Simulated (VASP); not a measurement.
Input of a VASP 6.6.1 run:

File POSCAR:

```
Sn
1.0
   -1.9318112889      1.9318112889      1.9318112889
    1.9318112889     -1.9318112889      1.9318112889
    1.9318112889      1.9318112889     -1.9318112889
Sn
1
Direct
    0.0000000000      0.0000000000      0.0000000000
```

Contents of INCAR.step1:

```
PREC     = Accurate       # precision mode
ENCUT    = 520            # plane-wave cutoff, eV
EDIFF    = 1E-5           # SCF threshold, eV
ISMEAR   = -1             # smearing method
SIGMA    = 0.05           # smearing width, eV
LREAL    = F              # projectors in reciprocal space
LASPH    = T              # aspherical terms in the spheres
NELM     = 60             # most SCF steps
ALGO     = Normal         # electronic algorithm
ISIF     = 2              # what is computed and relaxed
LWAVE    = T              # write WAVECAR
GGA      = PE             # functional
NBANDS   = 13             # bands
```

Contents of INCAR.step2:

```
PREC     = Accurate       # precision mode
ENCUT    = 520            # plane-wave cutoff, eV
EDIFF    = 1E-6           # SCF threshold, eV
ISMEAR   = -1             # smearing method
SIGMA    = 0.05           # smearing width, eV
LREAL    = F              # projectors in reciprocal space
LASPH    = T              # aspherical terms in the spheres
NELM     = 60             # most SCF steps
ALGO     = Normal         # electronic algorithm
ISIF     = 2              # what is computed and relaxed
LWAVE    = F              # write WAVECAR
LCHARG   = T              # write CHGCAR
GGA      = PE             # functional
LHFCALC  = T              # exact exchange
AEXX     = 0.25           # exact-exchange fraction
PRECFOCK = Normal       
LELF     = T              # ELF
LVHAR    = T            
ISTART   = 1            
NBANDS   = 13             # bands
```

The input KPOINTS:

```
Automatic mesh
0
Gamma
  6 6 6
```

Potentials or basis: VASP PAW PBE potentials, release 64 (Sn_d).

Run with:

```console
$ cat potpaw_PBE.64/Sn_d/POTCAR > POTCAR
$ cp INCAR.step1 INCAR
$ mpirun -np 1 vasp_std > vasp.out
$ cp INCAR.step2 INCAR
$ mpirun -np 1 vasp_std > vasp.out
```

Q: Estimate the band gap on the k mesh.

A: Zero (band 7 reaches 16.04 eV, above the bottom of band 8 at 4.40 eV).

Q: Estimate the pressure.

A: -3.8 GPa.

Caveat: the k points lie up to 0.38 Å⁻¹ apart; the PAW data sets were made with another functional, which shifts forces and pressure a little; spin-orbit coupling is left out, which moves the levels of the heavy elements.
